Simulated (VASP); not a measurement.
A run of VASP 6.6.1:

File INCAR:

```
SYSTEM = Si16C
PREC = Accurate
ENCUT = 520
EDIFF = 1E-6
ISMEAR = 0
SIGMA = 0.05
LREAL = Auto
LASPH = .True.
NELM = 150
ALGO = Normal
ISIF = 2
LWAVE = .False.
LCHARG = .False.
ISPIN = 2
MAGMOM = 0 0 0 0 0 0 0 0 0 0 0 0 0 0 0 0 2
LORBIT = 11
LDIPOL = .True.
IDIPOL = 3
DIPOL = 0.5 0.5 0.323
GGA = PE
NBANDS = 52
```

Contents of KPOINTS:

```
Automatic mesh
0
Gamma
  4 4 1
  0 0 0
```

The input POSCAR:

```
Si16C
1.0
    7.7021643869      0.0000000000      0.0000000000
    0.0000000000      6.3646811531      0.0000000000
    0.0000000000      0.0000000000     19.7525434939
Si C
16 1
Direct
    0.0000000000      0.9370679262      0.2025055660
    0.5000000000      0.9370679262      0.2025055660
    0.0000000000      0.5629320738      0.2025055660
    0.5000000000      0.5629320738      0.2025055660
    0.2500000000      0.4370679262      0.2587875163
    0.7500000000      0.4370679262      0.2587875163
    0.2500000000      0.0629320738      0.2587875163
    0.7500000000      0.0629320738      0.2587875163
    0.2500000000      0.9333044689      0.3720589473
    0.7500000000      0.9333044689      0.3720589473
    0.2500000000      0.5666955311      0.3720589473
    0.7500000000      0.5666955311      0.3720589473
    0.0000000000      0.4259907553      0.4177964978
    0.5000000000      0.4259907553      0.4177964978
    0.0000000000      0.0740092447      0.4177964978
    0.5000000000      0.0740092447      0.4177964978
    0.0000000000      1.2593240886      0.4894458880
```

Potentials or basis: VASP PAW PBE potentials, release 64 (Si, C).

The run is started by

```console
$ cat potpaw_PBE.64/Si/POTCAR potpaw_PBE.64/C/POTCAR > POTCAR
$ mpirun -np 1 vasp_std > vasp.out
```

Hardware: 1 thread of Oxide Virtual Turin-like Processor, on a shared host.

Question: How long does it take, and how much memory?

Answer: Run time: 56 min on 1 thread of Oxide Virtual Turin-like Processor, on a shared host, peak memory 1.4 GiB. Counts: scf iterations 33, k points 9.
